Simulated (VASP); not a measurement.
Write the native input for VASP 6.6.1 that does the following.

- Task: single point
- Functional: revPBE
- Potentials or basis: VASP PAW PBE potentials, release 64 (Lu)
- Cutoff: 520 eV
- k mesh: 8 × 8 × 8
- Occupations: fermi-dirac, width 0.1 eV
- Spin: no spin polarisation
- Dipole correction: no
- Further INCAR settings: ALGO = Normal; EDIFF = 1e-07; NBANDS = 32

The structure of Lu lies in POSCAR:

```
Lu
1.0
    0.0000000000      3.9053668975      3.9053668975
    3.9053668975      0.0000000000      3.9053668975
    3.9053668975      3.9053668975      0.0000000000
Lu
2
Direct
    0.1250000000      0.1250000000      0.1250000000
    0.8750000000      0.8750000000      0.8750000000
```

This cell differs from its parent crystal: volume scaled by 1.12.

The input as run:

INCAR

```
ALGO = Normal
EDIFF = 1E-7
ENCUT = 520
GGA = RE
ISIF = 2
ISMEAR = -1
LASPH = True
LCHARG = False
LREAL = False
LWAVE = False
NBANDS = 32
NELM = 80
PREC = Accurate
SIGMA = 0.1
```

KPOINTS

```
k-points
0
Gamma
  8 8 8
```

Potentials or basis: VASP PAW PBE potentials, release 64 (Lu).

Command:

```bash
$ cat potpaw_PBE.64/Lu/POTCAR > POTCAR
$ mpirun -np 1 vasp_std > vasp.out
```

It gave:

- Pressure: -1.1 GPa
- Band gap on the k mesh: zero (band 25 reaches 0.13 eV, above the bottom of band 26 at -0.60 eV)

Caveat: the PAW data sets were made with another functional, which shifts forces and pressure a little; spin-orbit coupling is left out, which moves the levels of the heavy elements.

Wall time 65 s on 1 thread of Intel(R) Xeon(R) Platinum 8559C (Emerald Rapids), on a shared host, peak memory 0.29 GiB.
